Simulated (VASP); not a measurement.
# BAs (F-43m) in VASP: further runs

BAs is run at these levels: PBE, r2SCAN; tasks: single point.

All numbers are computed with VASP 6.6.1; they aren't measurements. Logs are shortened: lines on timing, memory, paths and dates and some standing lists are left out, and cuts for length are marked.

### Step 1. The cell of the first run

The structure is cubic, space group F-43m (No. 216). Conventional cell: a = 4.784 Å, b = 4.784 Å, c = 4.784 Å, α = 90.00°, β = 90.00°, γ = 90.00°. B (site symmetry -43m) has 4 As at 2.07 Å within 2.7 Å. As (site symmetry -43m) has 4 B at 2.07 Å within 2.7 Å.

### Step 2. Single point, PBE

File INCAR:

```
PREC = Accurate
ENCUT = 520
EDIFF = 1E-6
ISMEAR = 0
SIGMA = 0.01
LREAL = F
LASPH = T
NELM = 100
ALGO = Normal
ISIF = 2
LWAVE = F
LCHARG = F
GGA = PE
NBANDS = 11
```

File KPOINTS:

```
Automatic mesh
0
Gamma
  6 6 6
```

File POSCAR:

```
BAs
1.0
    0.0000000000      2.3918676044      2.3918676044
    2.3918676044      0.0000000000      2.3918676044
    2.3918676044      2.3918676044      0.0000000000
B As
1 1
Direct
    0.0000000000      0.0000000000      0.0000000000
    0.2500000000      0.2500000000      0.2500000000
```

Potentials or basis: VASP PAW PBE potentials, release 64 (B, As).

On the command line:

```bash
$ cat potpaw_PBE.64/B/POTCAR potpaw_PBE.64/As/POTCAR > POTCAR
$ mpirun -np 1 vasp_std > vasp.out
```

OUTCAR:

```text
PREC = Accurate
   ENCUT = 520
   EDIFF = 1E-6
   ISMEAR = 0
   LREAL = F
   LASPH = T
   NELM = 100
   ISIF = 2
   GGA = PE

 ion  position               nearest neighbor table
   1  0.000  0.000  0.000-   2 2.07   2 2.07   2 2.07   2 2.07
   2  0.250  0.250  0.250-   1 2.07   1 2.07   1 2.07   1 2.07

  LATTYP: Found a face centered cubic cell.
 ALAT       =     4.7837352088

  Lattice vectors:

 A1 = (   0.0000000000,   2.3918676044,   2.3918676044)
 A2 = (   2.3918676044,   0.0000000000,   2.3918676044)
 A3 = (   2.3918676044,   2.3918676044,   0.0000000000)

Analysis of symmetry for initial positions (statically):
=====================================================================
 Subroutine PRICEL returns:
 Original cell was already a primitive cell.

 Routine SETGRP: Setting up the symmetry group for a
 face centered cubic supercell.

 Subroutine GETGRP returns: Found 24 space group operations
 (whereof 24 operations were pure point group operations)
 out of a pool of 48 trial point group operations.

The static configuration has the point symmetry T_d .

Analysis of symmetry for dynamics (positions and initial velocities):
=====================================================================
 Subroutine PRICEL returns:
 Original cell was already a primitive cell.

 Routine SETGRP: Setting up the symmetry group for a
 face centered cubic supercell.

 Subroutine GETGRP returns: Found 24 space group operations
 (whereof 24 operations were pure point group operations)
 out of a pool of 48 trial point group operations.

The dynamic configuration has the point symmetry T_d .

 Subroutine INISYM returns: Found 24 space group operations
 (whereof 24 operations are pure point group operations),
 and found     1 'primitive' translations

----------------------------------------------------------------------------------------

                                     Primitive cell

  volume of cell :      27.3679

  direct lattice vectors                    reciprocal lattice vectors
     0.000000000  2.391867604  2.391867604    -0.209041671  0.209041671  0.209041671
     2.391867604  0.000000000  2.391867604     0.209041671 -0.209041671  0.209041671
     2.391867604  2.391867604  0.000000000     0.209041671  0.209041671 -0.209041671

  length of vectors
     3.382611606  3.382611606  3.382611606     0.362070794  0.362070794  0.362070794

  position of ions in fractional coordinates (direct lattice)
     0.000000000  0.000000000  0.000000000
     0.250000000  0.250000000  0.250000000

  ion indices of the primitive-cell ions
   primitive index   ion index
                 1           1
                 2           2
[... 74 lines left out ...]
   NELECT =       8.0000    total number of electrons
   NUPDOWN=      -1.0000    fix difference up-down
   EMIN   =  10.00;   EMAX   =-10.00  energy-range for DOS
   EFERMI =   0.00;   METHOD = LEGACY
   ISMEAR =     0;   SIGMA  =   0.01  broadening in eV -4-tet -1-fermi 0-gaus
   EFERMI_NEDOS =   21; number of points for ismear=-14 and -15
   IALGO  =     38    algorithm
   IMIX   =      4    mixing-type and parameters
     AMIX     =   0.40;   BMIX     =  1.00
     AMIX_MAG =   1.60;   BMIX_MAG =  1.00
  volume/ion in A,a.u.               =      13.68        92.34
  Fermi-wavevector in a.u.,A,eV,Ry     =   1.086487  2.053162 16.061039  1.180453
  Thomas-Fermi vector in A             =   2.222624
   LORBIT       =      0    0 simple, 1 ext, 2 COOP (PROOUT), +10 PAW based schemes
   GGA     = PE    functional components
   LHFCALC =     F    Hartree Fock is set to
   AEXX    =    0.0000 exact exchange contribution
   IVDW    =     0    specifies the selected vdW correction
   LEPSILON=     F    determine dielectric tensor
   LRPA    =     F    only Hartree local field effects (RPA)
 non-spin polarized calculation
 Gauss-broadening in eV      SIGMA  =   0.01
  energy-cutoff  :      520.00
  volume of cell :       27.37
 maximum number of plane-waves:       754
 NGX is ok and might be reduce to    28
   NGX = 13   NGY = 13   NGZ = 13

 number of electron       8.0000000 magnetization

 Free energy of the ion-electron system (eV)
  ---------------------------------------------------
  ext. energy  EPLUGINS =         0.00000000
  ---------------------------------------------------
  free energy    TOTEN  =       -11.38994492 eV

  energy without entropy =      -11.38994492  energy(sigma->0) =      -11.38994492

 E-fermi :   6.1352     XC(G=0): -10.5627

 val. band max:        6.0859190792   @ k =   0.0000   0.0000   0.0000
 cond. band min:       7.3618912326   @ k =   0.3333   0.3333   0.0000
 fundamental gap:      1.2759721533
 Fermi energy:         6.1351735343

 k-point     1 :       0.0000    0.0000    0.0000
  band No.  band energies     occupation
      1      -9.2787      2.00000
      2       6.0859      2.00000
      3       6.0859      2.00000
      4       6.0859      2.00000
      5       9.3545      0.00000
      6       9.3545      0.00000
      7       9.3545      0.00000
      8      10.7195      0.00000
      9      15.6472      0.00000
     10      19.0153      0.00000
     11      19.0153      0.00000
[... 197 lines left out ...]
 k-point    16 :      -0.3333    0.5000    0.1667
  band No.  band energies     occupation
      1      -4.9934      2.00000
      2      -2.1019      2.00000
      3       0.9535      2.00000
      4       1.1485      2.00000
      5       9.8541      0.00000
      6      10.0646      0.00000
      7      14.7033      0.00000
      8      14.9488      0.00000
      9      18.3580      0.00000
     10      21.6917      0.00000
     11      21.8841      0.00000

------------------------ aborting loop because EDIFF is reached ----------------------------------------

  FORCE on cell =-STRESS in cart. coord.  units (eV):
  Direction    XX          YY          ZZ          XY          YZ          ZX
  --------------------------------------------------------------------------------------
  -------------------------------------------------------------------------------------
  Total        0.4866479      0.4866479      0.4866479      0.0000000     -0.0000000     -0.0000000
  in kB       28.4894473     28.4894473     28.4894473      0.0000000     -0.0000000     -0.0000000
  external PRESSURE =      28.4894473 kB  Pullay stress =       0.0000000 kB

 VOLUME and BASIS-vectors are now :
 -----------------------------------------------------------------------------
  energy-cutoff  :      520.00
  volume of cell :       27.37
      direct lattice vectors                 reciprocal lattice vectors
     0.000000000  2.391867604  2.391867604    -0.209041671  0.209041671  0.209041671
     2.391867604  0.000000000  2.391867604     0.209041671 -0.209041671  0.209041671
     2.391867604  2.391867604  0.000000000     0.209041671  0.209041671 -0.209041671

 POSITION                                       TOTAL-FORCE (eV/Angst)
 -----------------------------------------------------------------------------------
      0.00000      0.00000      0.00000        -0.000000     -0.000000     -0.000000
      1.19593      1.19593      1.19593         0.000000      0.000000      0.000000
 -----------------------------------------------------------------------------------
    total drift:                               -0.000000     -0.000000     -0.000000

  FREE ENERGIE OF THE ION-ELECTRON SYSTEM (eV)
  ---------------------------------------------------
  free  energy   TOTEN  =       -11.3899449214 eV

  energy  without entropy=      -11.3899449214  energy(sigma->0) =      -11.38994492
```

Run time: 13 s. Hardware: 1 thread of AMD EPYC 7R43 (Zen 3), shared host; peak memory 0.11 GiB.

Results:

- Free energy: -11.3899 eV
- Pressure: 2.8 GPa
- Band gap on the k mesh: 1.28 eV, indirect (least direct gap 3.27 eV)

Levels at points of the mesh, in eV from the valence-band top:
| k point | band 1 | band 2 | band 3 | band 4 | band 5 | band 6 | band 7 | band 8 | band 9 |
| --- | --- | --- | --- | --- | --- | --- | --- | --- | --- |
| (0.00, 0.00, 0.00) | -15.36 | 0.00 | 0.00 | 0.00 | 3.27 | 3.27 | 3.27 | 4.63 | 9.56 |
| (0.50, 0.00, 0.00) | -12.51 | -8.76 | -1.82 | -1.82 | 2.67 | 4.77 | 4.77 | 8.86 | 12.68 |
| (0.50, 0.50, 0.00) | -11.20 | -8.51 | -4.06 | -4.06 | 1.43 | 1.44 | 11.33 | 11.33 | 12.83 |

A k mesh can miss the band edges.

### Step 3. Single point, PBE

File INCAR:

```
PREC     = Accurate       # precision mode
ENCUT    = 520            # plane-wave cutoff, eV
EDIFF    = 1E-6           # SCF threshold, eV
ISMEAR   = -1             # smearing method
SIGMA    = 0.02           # smearing width, eV
LREAL    = False          # projectors in reciprocal space
LASPH    = True           # aspherical terms in the spheres
NELM     = 80             # most SCF steps
ALGO     = Normal         # electronic algorithm
ISIF     = 2              # what is computed and relaxed
LWAVE    = False          # write WAVECAR
LCHARG   = False          # write CHGCAR
GGA      = PE             # functional
NBANDS   = 11             # bands
```

File KPOINTS:

```
Automatic mesh
0
Gamma
  10 10 10
```

POSCAR is that of step 2.

Potentials or basis: VASP PAW PBE potentials, release 64 (B, As).

On the command line:

```bash
$ cat potpaw_PBE.64/B/POTCAR potpaw_PBE.64/As/POTCAR > POTCAR
$ mpirun -np 1 vasp_std > vasp.out
```

Wall time 21 s (1 thread of AMD EPYC 7R43 (Zen 3), shared host); peak memory 0.13 GiB.

Results (log left out):

```
Free energy            : -11.4087 eV
Pressure               : 2.8 GPa
Band gap on the k mesh : 1.18 eV, indirect (least direct gap 3.27 eV)
```

Levels at points of the mesh, in eV from the valence-band top:
```csv
k point,band 2,band 3,band 4,band 5,band 6,band 7
"(0.00, 0.00, 0.00)",0.00,0.00,0.00,3.27,3.27,3.27
"(0.50, 0.00, 0.00)",-8.76,-1.81,-1.81,2.67,4.78,4.78
"(0.50, 0.50, 0.00)",-8.51,-4.06,-4.06,1.43,1.45,11.33
```

A k mesh can miss the band edges. Expect the measured gap to be larger: semilocal functionals such as PBE lack the derivative discontinuity.

### Step 4. Single point, r2SCAN

POSCAR is that of step 3.

File INCAR.step1:

```
SYSTEM = BAs
PREC = Accurate
ENCUT = 520
ISMEAR = -1
SIGMA = 0.02
LREAL = .FALSE.
LASPH = .TRUE.
NELM = 60
NBANDS = 11
GGA = PE
ALGO = Normal
EDIFF = 1E-4
LWAVE = .TRUE.
LCHARG = .FALSE.
```

File INCAR.step2:

```
SYSTEM = BAs
PREC = Accurate
ENCUT = 520
EDIFF = 1E-6
ISMEAR = -1
SIGMA = 0.02
LREAL = .FALSE.
LASPH = .TRUE.
NELM = 60
ALGO = Normal
ISIF = 2
LWAVE = .FALSE.
LCHARG = .FALSE.
METAGGA = R2SCAN
LMIXTAU = .TRUE.
NBANDS = 11
ISTART = 1
```

File KPOINTS:

```
Automatic mesh
0
G
  8 8 8
  0 0 0
```

On the command line:

```bash
$ cat potpaw_PBE.64/B/POTCAR potpaw_PBE.64/As/POTCAR > POTCAR
$ cp INCAR.step1 INCAR
$ mpirun -np 1 vasp_std > vasp.out
$ cp INCAR.step2 INCAR
$ mpirun -np 1 vasp_std > vasp.out
```

It took 77 s on 1 thread of AMD EPYC 7R43 (Zen 3), shared host; peak memory 0.13 GiB.

The run converged. Its results:

* Free energy: -22.2540 eV
* Pressure: 0.3 GPa
* Band gap on the k mesh: 1.39 eV, indirect (least direct gap 3.44 eV)

Levels at points of the mesh, in eV from the valence-band top:
| k point | band 1 | band 2 | band 3 | band 4 | band 5 | band 6 | band 7 | band 8 | band 9 |
| --- | --- | --- | --- | --- | --- | --- | --- | --- | --- |
| (0.00, 0.00, 0.00) | -16.12 | 0.00 | 0.00 | 0.00 | 3.44 | 3.44 | 3.44 | 5.10 | 10.36 |
| (0.50, 0.00, 0.00) | -13.11 | -9.21 | -1.93 | -1.93 | 2.95 | 5.05 | 5.05 | 9.57 | 13.61 |
| (0.50, 0.50, 0.00) | -11.68 | -9.04 | -4.29 | -4.29 | 1.62 | 1.70 | 12.12 | 12.12 | 13.84 |

Caveat: the PAW data sets were made with another functional, which shifts forces and pressure a little. r2SCAN opens gaps a little over a GGA but as a rule still falls short of measured ones.

### Step 5. Single point, r2SCAN

POSCAR is that of step 4.

File INCAR.step1:

```
SYSTEM = BAs
  PREC = Accurate
  ENCUT = 520
  ISMEAR = 0
  SIGMA = 0.01
  LREAL = .False.
  LASPH = .True.
  NELM = 80
  NBANDS = 11
  GGA = PE
  ALGO = Normal
  EDIFF = 1E-4
  LWAVE = .True.
  LCHARG = .False.
```

File INCAR.step2:

```
SYSTEM = BAs
  PREC = Accurate
  ENCUT = 520
  EDIFF = 1E-6
  ISMEAR = 0
  SIGMA = 0.01
  LREAL = .False.
  LASPH = .True.
  NELM = 80
  ALGO = Normal
  ISIF = 2
  LWAVE = .False.
  LCHARG = .False.
  METAGGA = R2SCAN
  LMIXTAU = .True.
  NBANDS = 11
  ISTART = 1
```

File KPOINTS:

```
regular mesh
0
Gamma
  10 10 10
  0 0 0
```

On the command line:

```bash
$ cat potpaw_PBE.64/B/POTCAR potpaw_PBE.64/As/POTCAR > POTCAR
$ cp INCAR.step1 INCAR
$ mpirun -np 1 vasp_std > vasp.out
$ cp INCAR.step2 INCAR
$ mpirun -np 1 vasp_std > vasp.out
```

It took 1.8 min on 1 thread of AMD EPYC 7R43 (Zen 3), shared host; peak memory 0.13 GiB.

Results (log left out):

```
Free energy            : -22.2561 eV
Pressure               : 0.3 GPa
Band gap on the k mesh : 1.37 eV, indirect (least direct gap 3.44 eV)
```

Levels at points of the mesh, in eV from the valence-band top:
```
           k point  band 2  band 3  band 4  band 5  band 6  band 7
(0.00, 0.00, 0.00)    0.00    0.00    0.00    3.44    3.44    3.44
(0.50, 0.00, 0.00)   -9.21   -1.93   -1.93    2.95    5.05    5.05
(0.50, 0.50, 0.00)   -9.04   -4.29   -4.29    1.62    1.70   12.12
```

Caveat: the PAW data sets were made with another functional, which shifts forces and pressure a little.

### Step 6. Overview

```csv
level,k mesh,smearing,gap on the mesh (eV),pressure (GPa)
PBE,6 × 6 × 6,gaussian 0.01 eV,1.28,2.8
PBE,10 × 10 × 10,fermi-dirac 0.02 eV,1.18,2.8
r2SCAN,8 × 8 × 8,fermi-dirac 0.02 eV,1.39,0.3
r2SCAN,10 × 10 × 10,gaussian 0.01 eV,1.37,0.3
```

Alike in all rows: task single point; potentials or basis VASP PAW PBE potentials, release 64 (B, As); no spin polarisation; cell a = 3.383 Å, angles 60.0°, 2 atoms; cutoff (eV) 520.

On the cell as given the gap runs from 1.18 eV (PBE) to 1.39 eV (r2SCAN); the meshes differ, which moves gaps too. The pressure there spans 0.3 GPa (r2SCAN) to 2.8 GPa (PBE); a positive pressure means that this level wants a larger cell, a negative one a smaller.

Caveats: the PAW data sets were made with another functional, which shifts forces and pressure a little (some runs).

Total energies depend on the potentials used, so only differences within one code and one set of settings carry meaning.
